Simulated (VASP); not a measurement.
# Mo in VASP: single point with PBE

Aim: the single point of Mo with PBE.

All numbers are computed with VASP 6.6.1; they aren't measurements. Logs are shortened: lines on timing, memory, paths and dates and some standing lists are left out, and cuts for length are marked.

## 1. The cell of the first run

The cell holds a slab with vacuum, 7 atoms: a = 2.737 Å, b = 2.737 Å, c = 25.407 Å, α = 90.00°, β = 90.00°, γ = 109.47°.

## 2. Single point, PBE

Contents of INCAR:

```
ALGO     = Normal         # electronic algorithm
EDIFF    = 1E-7           # SCF threshold, eV
ENCUT    = 520            # plane-wave cutoff, eV
GGA      = PE             # functional
ISIF     = 2              # what is computed and relaxed
ISMEAR   = 1              # smearing method
LASPH    = True           # aspherical terms in the spheres
LCHARG   = True           # write CHGCAR
LELF     = True           # ELF
LREAL    = False          # projectors in reciprocal space
LVHAR    = True         
LWAVE    = False          # write WAVECAR
NBANDS   = 58             # bands
NELM     = 100            # most SCF steps
PREC     = Accurate       # precision mode
SIGMA    = 0.1            # smearing width, eV
```

Contents of KPOINTS:

```
k-points
0
Gamma
  16 16 1
```

Contents of POSCAR:

```
Mo
1.0
    2.7366402760      0.0000000000      0.0000000000
   -0.9122134253      2.5801291957      0.0000000000
    0.0000000000      0.0000000000     25.4067445713
Mo
7
Direct
    0.0000000000      0.0000000000      0.2361577645
    0.5000000000      0.5000000000      0.3241051763
    0.0000000000      0.0000000000      0.4120525882
    0.5000000000      0.5000000000      0.5000000000
    0.0000000000      0.0000000000      0.5879474118
    0.5000000000      0.5000000000      0.6758948237
    0.0000000000      0.0000000000      0.7638422355
```

Potentials or basis: VASP PAW PBE potentials, release 64 (Mo_sv).

Launch:

```console
> cat potpaw_PBE.64/Mo_sv/POTCAR > POTCAR
> mpirun -np 1 vasp_std > vasp.out
```

OUTCAR:

```text
EDIFF = 1E-7
   ENCUT = 520
   GGA = PE
   ISIF = 2
   ISMEAR = 1
   LASPH = True
   LREAL = False
   NELM = 100
   PREC = Accurate

 ion  position               nearest neighbor table
   1  0.000  0.000  0.236-   2 2.74   2 2.74   2 3.16   2 3.16
   2  0.500  0.500  0.324-   1 2.74   1 2.74   3 2.74   3 2.74   1 3.16   1 3.16   3 3.16   3 3.16

   3  0.000  0.000  0.412-   4 2.74   4 2.74   2 2.74   2 2.74   4 3.16   4 3.16   2 3.16   2 3.16

   4  0.500  0.500  0.500-   3 2.74   5 2.74   3 2.74   5 2.74   3 3.16   5 3.16   3 3.16   5 3.16

   5  0.000  0.000  0.588-   4 2.74   4 2.74   6 2.74   6 2.74   4 3.16   4 3.16   6 3.16   6 3.16

   6  0.500  0.500  0.676-   7 2.74   7 2.74   5 2.74   5 2.74   7 3.16   7 3.16   5 3.16   5 3.16

   7  0.000  0.000  0.764-   6 2.74   6 2.74   6 3.16   6 3.16

  LATTYP: Found a base centered orthorhombic cell.
 ALAT       =     3.1600000000
 B/A-ratio  =     1.4142135624
 C/A-ratio  =     8.0401090415

  Lattice vectors:

 A1 = (   2.7366402760,   0.0000000000,   0.0000000000)
 A2 = (  -0.9122134253,   2.5801291957,   0.0000000000)
 A3 = (   0.0000000000,   0.0000000000,  25.4067445713)

Analysis of symmetry for initial positions (statically):
=====================================================================
 Subroutine PRICEL returns:
 Original cell was already a primitive cell.

 Routine SETGRP: Setting up the symmetry group for a
 base centered orthorhombic supercell.

 Subroutine GETGRP returns: Found  8 space group operations
 (whereof  8 operations were pure point group operations)
 out of a pool of  8 trial point group operations.

The static configuration has the point symmetry D_2h.

Analysis of symmetry for dynamics (positions and initial velocities):
=====================================================================
 Subroutine PRICEL returns:
 Original cell was already a primitive cell.

 Routine SETGRP: Setting up the symmetry group for a
 base centered orthorhombic supercell.

 Subroutine GETGRP returns: Found  8 space group operations
 (whereof  8 operations were pure point group operations)
 out of a pool of  8 trial point group operations.

The dynamic configuration has the point symmetry D_2h.

 Subroutine INISYM returns: Found  8 space group operations
 (whereof  8 operations are pure point group operations),
 and found     1 'primitive' translations

----------------------------------------------------------------------------------------

                                     Primitive cell

  volume of cell :     179.3941

  direct lattice vectors                    reciprocal lattice vectors
     2.736640276  0.000000000  0.000000000     0.365411563  0.129192497  0.000000000
    -0.912213425  2.580129196  0.000000000     0.000000000  0.387577491  0.000000000
     0.000000000  0.000000000 25.406744571     0.000000000  0.000000000  0.039359627

  length of vectors
     2.736640276  2.736640276 25.406744571     0.387577491  0.387577491  0.039359627

  position of ions in fractional coordinates (direct lattice)
     0.000000000  0.000000000  0.236157764
     0.500000000  0.500000000  0.324105176
     0.000000000  0.000000000  0.412052588
     0.500000000  0.500000000  0.500000000
     0.000000000  0.000000000  0.587947412
     0.500000000  0.500000000  0.675894824
     0.000000000  0.000000000  0.763842236

  ion indices of the primitive-cell ions
   primitive index   ion index
                 1           1
                 2           2
                 3           3
                 4           4
                 5           5
                 6           6
                 7           7

----------------------------------------------------------------------------------------

 KPOINTS: k-points

Automatic generation of k-mesh.
 Grid dimensions read from file:
 generate k-points for:   16   16    1

 Generating k-lattice:

  Cartesian coordinates                     Fractional coordinates (reciprocal lattice)
     0.022838223  0.008074531  0.000000000     0.062500000  0.000000000  0.000000000
     0.000000000  0.024223593  0.000000000     0.000000000  0.062500000  0.000000000
     0.000000000  0.000000000  0.039359627     0.000000000  0.000000000  1.000000000

  Length of vectors
     0.024223593  0.024223593  0.039359627

  Shift w.r.t. Gamma in fractional coordinates (k-lattice)
     0.000000000  0.000000000  0.000000000

 Subroutine IBZKPT returns following result:
 ===========================================

 Found     73 irreducible k-points:

 Following reciprocal coordinates:
            Coordinates               Weight
  0.000000  0.000000  0.000000      1.000000
  0.062500 -0.000000  0.000000      4.000000
  0.125000 -0.000000  0.000000      4.000000
  0.187500 -0.000000  0.000000      4.000000
  0.250000 -0.000000  0.000000      4.000000
  0.312500 -0.000000  0.000000      4.000000
[... 16 lines left out ...]
 -0.125000  0.062500  0.000000      4.000000
 -0.062500  0.062500  0.000000      2.000000
 [... further k-points ...]
   k-points           NKPTS =     73   k-points in BZ     NKDIM =     73   number of bands    NBANDS=     58
   number of dos      NEDOS =    301   number of ions     NIONS =      7
   total plane-waves  NPLWV =  76800
   dimension x,y,z NGX =    20 NGY =   20 NGZ =  192
   dimension x,y,z NGXF=    40 NGYF=   40 NGZF=  384
   ions per type =               7
   NGX,Y,Z   is equivalent  to a cutoff of  12.15, 12.15, 12.56 a.u.
   NGXF,Y,Z  is equivalent  to a cutoff of  24.30, 24.30, 25.13 a.u.
 SYSTEM =  unknown system
   PREC   = accura    normal or accurate (medium, high low for compatibility)
   ISTART =      0    job   : 0-new  1-cont  2-samecut
   ICHARG =      2    charge: 1-file 2-atom 10-const
   ISPIN  =      1    spin polarized calculation?
   LNONCOLLINEAR =      F non collinear calculations
   LSORBIT =      F    spin-orbit coupling
   LASPH  =      T    aspherical Exc in radial PAW
   ENCUT  =  520.0 eV  38.22 Ry    6.18 a.u.   5.09  5.09 47.24*2*pi/ulx,y,z
   NELM   =    100;   NELMIN=  2; NELMDL= -5     # of ELM steps
   EDIFF  = 0.1E-06   stopping-criterion for ELM
   LREAL  =      F    real-space projection
   EDIFFG = 0.1E-05   stopping-criterion for IOM
   NSW    =      0    number of steps for IOM
   IBRION =     -1    ionic relax: 0-MD 1-quasi-New 2-CG
   NFREE  =      0    steps in history (QN), initial steepest desc. (CG)
   ISIF   =      2    stress and relaxation
   ISYM   =      2    0-nonsym 1-usesym 2-fastsym
   POTIM  = 0.5000    time-step for ionic-motion
   TEBEG  =    0.0;   TEEND  =   0.0 temperature during run
   PSTRESS=    0.0 pullay stress
   NELECT =      98.0000    total number of electrons
   NUPDOWN=      -1.0000    fix difference up-down
   EMIN   =  10.00;   EMAX   =-10.00  energy-range for DOS
   EFERMI =   0.00;   METHOD = LEGACY
   ISMEAR =     1;   SIGMA  =   0.10  broadening in eV -4-tet -1-fermi 0-gaus
   EFERMI_NEDOS =   21; number of points for ismear=-14 and -15
   IALGO  =     38    algorithm
   IMIX   =      4    mixing-type and parameters
     AMIX     =   0.40;   BMIX     =  1.00
     AMIX_MAG =   1.60;   BMIX_MAG =  1.00
  volume/ion in A,a.u.               =      25.63       172.94
  Fermi-wavevector in a.u.,A,eV,Ry     =   1.338281  2.528985 24.367997  1.790997
  Thomas-Fermi vector in A             =   2.466764
   LORBIT       =      0    0 simple, 1 ext, 2 COOP (PROOUT), +10 PAW based schemes
   GGA     = PE    functional components
   LHFCALC =     F    Hartree Fock is set to
   AEXX    =    0.0000 exact exchange contribution
   IVDW    =     0    specifies the selected vdW correction
   LEPSILON=     F    determine dielectric tensor
   LRPA    =     F    only Hartree local field effects (RPA)
 non-spin polarized calculation
 Methfessel and Paxton  Order N= 1 SIGMA  =   0.10
  energy-cutoff  :      520.00
  volume of cell :      179.39
 maximum number of plane-waves:      4886
   NGX = 11   NGY = 11   NGZ = 95

 number of electron      97.9999980 magnetization

 Free energy of the ion-electron system (eV)
  ---------------------------------------------------
  ext. energy  EPLUGINS =         0.00000000
  ---------------------------------------------------
  free energy    TOTEN  =       -74.03745581 eV

  energy without entropy =      -74.03282913  energy(sigma->0) =      -74.03591358

 E-fermi :   5.9608     XC(G=0):  -9.0374

 val. band max:        5.9528885072   @ k =  -0.1875   0.1875   0.0000
 cond. band min:       5.9612804525   @ k =   0.3750   0.1875   0.0000
 fundamental gap:      0.0083919453
 Fermi energy:         5.9608308229

 k-point     1 :       0.0000    0.0000    0.0000
  band No.  band energies     occupation
      1     -55.3283      2.00000
      2     -55.3125      2.00000
      3     -55.2457      2.00000
      4     -55.1607      2.00000
      5     -55.0948      2.00000
      6     -55.0560      2.00000
[... 50 lines left out ...]
     57       7.3363     -0.00000
     58       7.4009     -0.00000

 k-point     2 :       0.0625   -0.0000    0.0000
  band No.  band energies     occupation
      1     -55.3216      2.00000
      2     -55.3064      2.00000
      3     -55.2402      2.00000
      4     -55.1564      2.00000
      5     -55.0914      2.00000
      6     -55.0521      2.00000
[... 50 lines left out ...]
     57       7.2596     -0.00000
     58       7.3933     -0.00000

 k-point     3 :       0.1250   -0.0000    0.0000
  band No.  band energies     occupation
      1     -55.3021      2.00000
      2     -55.2886      2.00000
      3     -55.2246      2.00000
      4     -55.1443      2.00000
      5     -55.0822      2.00000
      6     -55.0410      2.00000
[... 1216 lines left out ...]
      3     -55.2238      2.00000
      4     -55.1413      2.00000
      5     -55.0775      2.00000
      6     -55.0375      2.00000
[... 50 lines left out ...]
     57       6.7734     -0.00000
     58       7.1026     -0.00000

 k-point    24 :      -0.0625    0.0625    0.0000
  band No.  band energies     occupation
      1     -55.3190      2.00000
      2     -55.3036      2.00000
      3     -55.2372      2.00000
      4     -55.1529      2.00000
      5     -55.0875      2.00000
      6     -55.0484      2.00000
[... 50 lines left out ...]
     57       7.0513     -0.00000
     58       7.1476     -0.00000

 [... further k-points ...]

------------------------ aborting loop because EDIFF is reached ----------------------------------------

  FORCE on cell =-STRESS in cart. coord.  units (eV):
  Direction    XX          YY          ZZ          XY          YZ          ZX
  --------------------------------------------------------------------------------------
  -------------------------------------------------------------------------------------
  Total       -4.3075055     -4.0036916     -2.4781107      0.4296578      0.0000000      0.0000000
  in kB      -38.4705361    -35.7571591    -22.1321242      3.8372944      0.0000000      0.0000000
  external PRESSURE =     -32.1199398 kB  Pullay stress =       0.0000000 kB

 VOLUME and BASIS-vectors are now :
 -----------------------------------------------------------------------------
  energy-cutoff  :      520.00
  volume of cell :      179.39
      direct lattice vectors                 reciprocal lattice vectors
     2.736640276  0.000000000  0.000000000     0.365411563  0.129192497  0.000000000
    -0.912213425  2.580129196  0.000000000     0.000000000  0.387577491  0.000000000
     0.000000000  0.000000000 25.406744571     0.000000000  0.000000000  0.039359627

 POSITION                                       TOTAL-FORCE (eV/Angst)
 -----------------------------------------------------------------------------------
      0.00000      0.00000      6.00000         0.000000      0.000000      0.610870
      0.91221      1.29006      8.23446        -0.000000      0.000000     -0.616029
      0.00000      0.00000     10.46891         0.000000      0.000000     -0.052609
      0.91221      1.29006     12.70337        -0.000000      0.000000      0.000000
      0.00000      0.00000     14.93783         0.000000     -0.000000      0.052609
      0.91221      1.29006     17.17229        -0.000000     -0.000000      0.616029
      0.00000      0.00000     19.40674        -0.000000      0.000000     -0.610870
 -----------------------------------------------------------------------------------
    total drift:                               -0.000000      0.000000      0.000000

  FREE ENERGIE OF THE ION-ELECTRON SYSTEM (eV)
  ---------------------------------------------------
  free  energy   TOTEN  =       -74.0374558118 eV

  energy  without entropy=      -74.0328291256  energy(sigma->0) =      -74.03591358
```

It took 16 min on 1 thread of AMD EPYC 9R45 (Zen 5), shared host; peak memory 0.57 GiB.

Results:

| Item | Value |
| --- | --- |
| Free energy | -74.0375 eV |
| Largest force | 0.616 eV/Å |
| Band gap on the k mesh | zero (bands 49 and 50 overlap by 2.27 eV) |

Forces in eV/Å, atoms in the order of the input:
```
Mo   0.000  0.000  0.611
Mo   0.000  0.000 -0.616
Mo   0.000  0.000 -0.053
Mo   0.000  0.000  0.000
Mo   0.000  0.000  0.053
Mo   0.000  0.000  0.616
Mo   0.000  0.000 -0.611
```

Caveat: there is no dipole correction, which matters where the two faces differ.
